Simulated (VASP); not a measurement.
# TiPdBr3 (P4mm) in VASP: single point with PBE

Aim: the single point of TiPdBr3 with PBE.

Program: VASP 6.6.1. These are calculated values, not measurements. Logs are shortened: lines on timing, memory, paths and dates and some standing lists are left out, and cuts for length are marked.

### Step 1. The cell of the first run

It takes space group P4mm (No. 99, tetragonal). The conventional cell has a = 5.224 Å, b = 5.224 Å, c = 5.463 Å, α = 90.00°, β = 90.00°, γ = 90.00°. Within 3.6 Å of Ti (site symmetry 4mm) lie 4 Br at 2.75 Å. Pd (site symmetry 4mm) has 6 Br at 2.61 to 2.74 Å within 3.4 Å. Br (site symmetry 4mm) has 2 Pd at 2.72 to 2.74 Å within 3.6 Å. Within 3.4 Å of Br (site symmetry 2mm) lie 2 Pd at 2.61 Å and 2 Ti at 2.75 Å.

### Step 2. Single point, PBE, collinear spin, ferromagnetic start

Contents of INCAR:

```
SYSTEM = TiPdBr3
PREC = Accurate
ENCUT = 520
EDIFF = 1E-6
ISMEAR = 0
SIGMA = 0.1
LREAL = .False.
LASPH = .True.
NELM = 150
ALGO = Normal
ISIF = 2
LWAVE = .False.
LCHARG = .True.
ISPIN = 2
MAGMOM = 2.32 0 0 0 0
LORBIT = 11
LMAXMIX = 4
GGA = PE
LELF = .True.
LVHAR = .True.
NBANDS = 34
```

Contents of KPOINTS:

```
regular mesh
0
Gamma
  4 4 4
  0 0 0
```

Contents of POSCAR:

```
TiPdBr3
1.0
    5.2240983425      0.0000000000      0.0000000000
    0.0000000000      5.2240983425      0.0000000000
    0.0000000000      0.0000000000      5.4630739938
Ti Pd Br
1 1 3
Direct
    0.0000000000      0.0000000000      0.2613355718
    0.5000000000      0.5000000000      0.4329660175
    0.5000000000      0.5000000000      0.9309367261
    0.0000000000      0.5000000000      0.4173808423
    0.5000000000      0.0000000000      0.4173808423
```

Potentials or basis: VASP PAW PBE potentials, release 64 (Ti_sv, Pd, Br).

On the command line:

```sh
$ cat potpaw_PBE.64/Ti_sv/POTCAR potpaw_PBE.64/Pd/POTCAR potpaw_PBE.64/Br/POTCAR > POTCAR
$ mpirun -np 1 vasp_std > vasp.out
```

OUTCAR:

```text
SYSTEM = TiPdBr3
   PREC = Accurate
   ENCUT = 520
   EDIFF = 1E-6
   ISMEAR = 0
   LREAL = .False.
   LASPH = .True.
   NELM = 150
   ISIF = 2
   ISPIN = 2
   LORBIT = 11
   GGA = PE

 ion  position               nearest neighbor table
   1  0.000  0.000  0.261-   4 2.75   5 2.75   4 2.75   5 2.75
   2  0.500  0.500  0.433-   4 2.61   5 2.61   5 2.61   4 2.61   3 2.72   3 2.74
   3  0.500  0.500  0.931-   2 2.72   2 2.74
   4  0.000  0.500  0.417-   2 2.61   2 2.61   1 2.75   1 2.75
   5  0.500  0.000  0.417-   2 2.61   2 2.61   1 2.75   1 2.75

  LATTYP: Found a simple tetragonal cell.
 ALAT       =     5.2240983425
 C/A-ratio  =     1.0457448608

  Lattice vectors:

 A1 = (   5.2240983425,   0.0000000000,   0.0000000000)
 A2 = (   0.0000000000,   5.2240983425,   0.0000000000)
 A3 = (   0.0000000000,   0.0000000000,   5.4630739938)

Analysis of symmetry for initial positions (statically):
=====================================================================
 Subroutine PRICEL returns:
 Original cell was already a primitive cell.

 Routine SETGRP: Setting up the symmetry group for a
 simple tetragonal supercell.

 Subroutine GETGRP returns: Found  8 space group operations
 (whereof  8 operations were pure point group operations)
 out of a pool of 16 trial point group operations.

The static configuration has the point symmetry C_4v.

Analysis of symmetry for dynamics (positions and initial velocities):
=====================================================================
 Subroutine PRICEL returns:
 Original cell was already a primitive cell.

 Routine SETGRP: Setting up the symmetry group for a
 simple tetragonal supercell.

 Subroutine GETGRP returns: Found  8 space group operations
 (whereof  8 operations were pure point group operations)
 out of a pool of 16 trial point group operations.

The dynamic configuration has the point symmetry C_4v.

Analysis of structural, dynamic, and magnetic symmetry:
=====================================================================
 Subroutine PRICEL returns:
 Original cell was already a primitive cell.

 Routine SETGRP: Setting up the symmetry group for a
 simple tetragonal supercell.

 Subroutine GETGRP returns: Found  8 space group operations
 (whereof  8 operations were pure point group operations)
 out of a pool of 16 trial point group operations.

The overall configuration has the point symmetry C_4v.

 Subroutine INISYM returns: Found  8 space group operations
 (whereof  8 operations are pure point group operations),
 and found     1 'primitive' translations

----------------------------------------------------------------------------------------

                                     Primitive cell

  volume of cell :     149.0939

  direct lattice vectors                    reciprocal lattice vectors
     5.224098342  0.000000000  0.000000000     0.191420593  0.000000000  0.000000000
     0.000000000  5.224098342  0.000000000     0.000000000  0.191420593  0.000000000
     0.000000000  0.000000000  5.463073994     0.000000000  0.000000000  0.183047127

  length of vectors
     5.224098342  5.224098342  5.463073994     0.191420593  0.191420593  0.183047127

  position of ions in fractional coordinates (direct lattice)
     0.000000000  0.000000000  0.261335572
     0.500000000  0.500000000  0.432966018
     0.500000000  0.500000000  0.930936726
     0.000000000  0.500000000  0.417380842
     0.500000000  0.000000000  0.417380842

  ion indices of the primitive-cell ions
   primitive index   ion index
                 1           1
                 2           2
                 3           3
                 4           4
                 5           5

----------------------------------------------------------------------------------------

 KPOINTS: regular mesh

Automatic generation of k-mesh.
 Grid dimensions read from file:
 generate k-points for:    4    4    4

 Generating k-lattice:

  Cartesian coordinates                     Fractional coordinates (reciprocal lattice)
     0.047855148  0.000000000  0.000000000     0.250000000  0.000000000  0.000000000
     0.000000000  0.047855148  0.000000000     0.000000000  0.250000000  0.000000000
     0.000000000  0.000000000  0.045761782     0.000000000  0.000000000  0.250000000

  Length of vectors
     0.047855148  0.047855148  0.045761782

  Shift w.r.t. Gamma in fractional coordinates (k-lattice)
     0.000000000  0.000000000  0.000000000

 Subroutine IBZKPT returns following result:
 ===========================================

 Found     18 irreducible k-points:

 Following reciprocal coordinates:
            Coordinates               Weight
  0.000000  0.000000  0.000000      1.000000
  0.250000  0.000000  0.000000      4.000000
  0.500000  0.000000  0.000000      2.000000
  0.250000  0.250000  0.000000      4.000000
  0.500000  0.250000  0.000000      4.000000
  0.500000  0.500000  0.000000      1.000000
[... 10 lines left out ...]
  0.500000  0.250000  0.500000      4.000000
  0.500000  0.500000  0.500000      1.000000
   k-points           NKPTS =     18   k-points in BZ     NKDIM =     18   number of bands    NBANDS=     34
   number of dos      NEDOS =    301   number of ions     NIONS =      5
   total plane-waves  NPLWV =  67200
   dimension x,y,z NGX =    40 NGY =   40 NGZ =   42
   dimension x,y,z NGXF=    80 NGYF=   80 NGZF=   84
   ions per type =               1   1   3
   NGX,Y,Z   is equivalent  to a cutoff of  12.73, 12.73, 12.78 a.u.
   NGXF,Y,Z  is equivalent  to a cutoff of  25.46, 25.46, 25.56 a.u.
 SYSTEM =  TiPdBr3
   PREC   = accura    normal or accurate (medium, high low for compatibility)
   ISTART =      0    job   : 0-new  1-cont  2-samecut
   ICHARG =      2    charge: 1-file 2-atom 10-const
   ISPIN  =      2    spin polarized calculation?
   LNONCOLLINEAR =      F non collinear calculations
   LSORBIT =      F    spin-orbit coupling
   LASPH  =      T    aspherical Exc in radial PAW
   ENCUT  =  520.0 eV  38.22 Ry    6.18 a.u.   9.71  9.71 10.16*2*pi/ulx,y,z
   NELM   =    150;   NELMIN=  2; NELMDL= -5     # of ELM steps
   EDIFF  = 0.1E-05   stopping-criterion for ELM
   LREAL  =      F    real-space projection
   EDIFFG = 0.1E-04   stopping-criterion for IOM
   NSW    =      0    number of steps for IOM
   IBRION =     -1    ionic relax: 0-MD 1-quasi-New 2-CG
   NFREE  =      0    steps in history (QN), initial steepest desc. (CG)
   ISIF   =      2    stress and relaxation
   ISYM   =      2    0-nonsym 1-usesym 2-fastsym
   POTIM  = 0.5000    time-step for ionic-motion
   TEBEG  =    0.0;   TEEND  =   0.0 temperature during run
   PSTRESS=    0.0 pullay stress
   NELECT =      43.0000    total number of electrons
   NUPDOWN=      -1.0000    fix difference up-down
   EMIN   =  10.00;   EMAX   =-10.00  energy-range for DOS
   EFERMI =   0.00;   METHOD = LEGACY
   ISMEAR =     0;   SIGMA  =   0.10  broadening in eV -4-tet -1-fermi 0-gaus
   EFERMI_NEDOS =   21; number of points for ismear=-14 and -15
   IALGO  =     38    algorithm
   IMIX   =      4    mixing-type and parameters
     AMIX     =   0.40;   BMIX     =  1.00
     AMIX_MAG =   1.60;   BMIX_MAG =  1.00
  volume/ion in A,a.u.               =      29.82       201.23
  Fermi-wavevector in a.u.,A,eV,Ry     =   1.081628  2.043980 15.917702  1.169918
  Thomas-Fermi vector in A             =   2.217649
   LORBIT       =     11    0 simple, 1 ext, 2 COOP (PROOUT), +10 PAW based schemes
   GGA     = PE    functional components
   LHFCALC =     F    Hartree Fock is set to
   AEXX    =    0.0000 exact exchange contribution
   IVDW    =     0    specifies the selected vdW correction
   LEPSILON=     F    determine dielectric tensor
   LRPA    =     F    only Hartree local field effects (RPA)
 spin polarized calculation
 Gauss-broadening in eV      SIGMA  =   0.10
  energy-cutoff  :      520.00
  volume of cell :      149.09
 maximum number of plane-waves:      4040
 NGX is ok and might be reduce to    40
   NGX = 19   NGY = 19   NGZ = 21

 number of electron      43.0000002 magnetization       2.0847536

 Free energy of the ion-electron system (eV)
  ---------------------------------------------------
  ext. energy  EPLUGINS =         0.00000000
  ---------------------------------------------------
  free energy    TOTEN  =       -18.98733627 eV

  energy without entropy =      -18.96112296  energy(sigma->0) =      -18.97422962

 E-fermi :   2.9740     XC(G=0):  -8.3395

 val. band max:        2.9254659807   @ k =   0.5000   0.2500   0.2500
 cond. band min:       2.9833598971   @ k =   0.5000   0.2500   0.5000
 fundamental gap:      0.0578939164
 Fermi energy:         2.9740410655

 spin component 1

 k-point     1 :       0.0000    0.0000    0.0000
  band No.  band energies     occupation
      1     -55.2351      1.00000
      2     -31.6109      1.00000
      3     -31.5198      1.00000
      4     -31.5197      1.00000
      5     -13.6591      1.00000
      6     -13.1193      1.00000
[... 637 lines left out ...]
     32      10.1294      0.00000
     33      10.1294      0.00000
 Fermi energy:         2.9740410655

 spin component 2

 k-point     1 :       0.0000    0.0000    0.0000
  band No.  band energies     occupation
      1     -53.5600      1.00000
      2     -29.9143      1.00000
      3     -29.8580      1.00000
      4     -29.8580      1.00000
      5     -13.6686      1.00000
      6     -13.1440      1.00000
[... 637 lines left out ...]
     32      10.4099      0.00000
     33      10.4099      0.00000
 [bands above 33 left out]

------------------------ aborting loop because EDIFF is reached ----------------------------------------

  FORCE on cell =-STRESS in cart. coord.  units (eV):
  Direction    XX          YY          ZZ          XY          YZ          ZX
  --------------------------------------------------------------------------------------
  -------------------------------------------------------------------------------------
  Total        0.1185453      0.1185453     -0.0879696      0.0000000      0.0000000      0.0000000
  in kB        1.2738999      1.2738999     -0.9453304      0.0000000      0.0000000      0.0000000
  external PRESSURE =       0.5341565 kB  Pullay stress =       0.0000000 kB

 VOLUME and BASIS-vectors are now :
 -----------------------------------------------------------------------------
  energy-cutoff  :      520.00
  volume of cell :      149.09
      direct lattice vectors                 reciprocal lattice vectors
     5.224098342  0.000000000  0.000000000     0.191420593  0.000000000  0.000000000
     0.000000000  5.224098342  0.000000000     0.000000000  0.191420593  0.000000000
     0.000000000  0.000000000  5.463073994     0.000000000  0.000000000  0.183047127

 POSITION                                       TOTAL-FORCE (eV/Angst)
 -----------------------------------------------------------------------------------
      0.00000      0.00000      1.42770         0.000000      0.000000     -0.014758
      2.61205      2.61205      2.36533         0.000000      0.000000     -0.006889
      2.61205      2.61205      5.08578         0.000000     -0.000000     -0.005757
      0.00000      2.61205      2.28018         0.000000      0.000000      0.013702
      2.61205      0.00000      2.28018         0.000000      0.000000      0.013702
 -----------------------------------------------------------------------------------
    total drift:                                0.000000      0.000000     -0.000607

  FREE ENERGIE OF THE ION-ELECTRON SYSTEM (eV)
  ---------------------------------------------------
  free  energy   TOTEN  =       -18.9873362728 eV

  energy  without entropy=      -18.9611229576  energy(sigma->0) =      -18.97422962

 total charge

# of ion       s       p       d       tot
------------------------------------------
    1        2.097   5.993   1.991  10.081
    2        0.317   0.331   8.659   9.306
    3        1.614   3.194   0.019   4.827
    4        1.612   3.214   0.046   4.872
    5        1.612   3.214   0.046   4.872
--------------------------------------------------
tot          7.253  15.946  10.759  33.957

 magnetization (x)

# of ion       s       p       d       tot
------------------------------------------
    1        0.029   0.007   1.706   1.743
    2        0.005  -0.003  -0.027  -0.025
    3       -0.000  -0.012   0.000  -0.012
    4       -0.001  -0.029   0.005  -0.025
    5       -0.001  -0.029   0.005  -0.025
--------------------------------------------------
tot          0.030  -0.065   1.690   1.655
```

It used 900 s of CPU time on 1 thread of AMD EPYC 7R13 Processor (Zen 3) (shared host).

What came out:

* Free energy: -18.9873 eV
* Pressure: 0.1 GPa
* Largest force: 0.015 eV/Å
* Net moment: 2.08 μB per cell
* Site moments: Ti +1.74; Pd -0.03; Br -0.01, -0.03 μB
* Valence electrons inside the program's atomic spheres: Ti 10.08; Pd 9.31; Br 4.83, 4.87

Forces in eV/Å, atoms in the order of the input:
```
Ti   0.000  0.000 -0.015
Pd   0.000  0.000 -0.007
Br   0.000  0.000 -0.006
Br   0.000  0.000  0.014
Br   0.000  0.000  0.014
```

Caveat: semilocal functionals often make such compounds metallic where correlation or magnetic order opens a gap, which also shifts bond lengths.
